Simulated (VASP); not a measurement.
Here is a VASP 6.6.1 calculation.

The input INCAR:

```
PREC = Accurate
ENCUT = 520
EDIFF = 1E-7
ISMEAR = 0
SIGMA = 0.02
LREAL = Auto
LASPH = T
NELM = 150
ALGO = Normal
ISIF = 2
LWAVE = F
LCHARG = F
ISPIN = 2
MAGMOM = 0 0 0 0 0 0 0 0 0 0 0 0 0 0 0 0 1
LORBIT = 11
GGA = PS
NBANDS = 52
```

File KPOINTS:

```
Automatic mesh
0
Gamma
  2 2 2
```

POSCAR

```
Si16N
1.0
    0.0000000000      5.4300000000      5.4300000000
    5.4300000000      0.0000000000      5.4300000000
    5.4300000000      5.4300000000      0.0000000000
Si N
16 1
Direct
    0.0113889789     -0.0141664449     -0.0114150820
    0.1079147973      0.1224476480      0.1292129068
   -0.0156054772     -0.0342837836      0.5001889663
    0.1536141382      0.0819665373      0.6150516983
    0.0010975793      0.4963560246     -0.0060138276
    0.1328838433      0.6100769891      0.1225306868
    0.0163864969      0.4583376382      0.4963152284
    0.1293107327      0.5951463094      0.6216973704
    0.4773061881      0.0173639908      0.0360757558
    0.6391704393      0.1235106676      0.1351607052
    0.5460916109     -0.0399748082      0.5003655865
    0.6235433431      0.1800807225      0.6748808114
    0.5067653926      0.4976663560     -0.0111290040
    0.6283390035      0.6469340506      0.0916333323
    0.4941269696      0.5194239335      0.4652936043
    0.6415789911      0.5900086736      0.6150125348
    0.7115488727      0.9694836955      0.5912242264
```

Potentials or basis: VASP PAW PBE potentials, release 64 (Si, N).

Command:

```console
$ cat potpaw_PBE.64/Si/POTCAR potpaw_PBE.64/N/POTCAR > POTCAR
$ mpirun -np 1 vasp_std > vasp.out
```

(1) Predict the net moment.

(2) Predict the largest force.

(3) Predict the pressure.

Answers

(1) 0.00 μB per cell.

(2) 0.058 eV/Å.

(3) 1.5 GPa.

Caveat: the k points lie up to 0.50 Å⁻¹ apart; the PAW data sets were made with another functional, which shifts forces and pressure a little.
